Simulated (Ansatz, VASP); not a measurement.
One calculation of WC, two programs

```
W C
1.0
     2.92575    0.00000    0.00000
    -1.46287    2.53377    0.00000
     0.00000    0.00000    2.85539
W C
1 1
Cartesian
  0.0000 0.0000 0.0000
  1.4629 0.8446 1.4277
```

Alike in both runs: task single point; functional PBE; k mesh 11 × 11 × 10; occupations fermi-dirac, width 0.15 eV; no spin polarisation.

|  | VASP | Ansatz |
| --- | --- | --- |
| version | VASP 6.6.1 | Ansatz 0.2.0 |
| potentials or method | VASP PAW PBE potentials, release 64 (W_sv, C), cutoff 520 eV | plane waves, PAW |
| valence electrons in the cell | 18 | 18 |

```tsv
	VASP	Ansatz	Ansatz less VASP
pressure (GPa)	-1.1	-2.2	-1.05
traceless stress, the component that is largest in VASP (GPa)	-1.18	-1.38	-0.197
```

With one functional, cell and mesh, what is left measures potentials, basis and numerics. Ansatz's warnings: structure snapped to symmetry.

Spin-orbit coupling is off throughout.
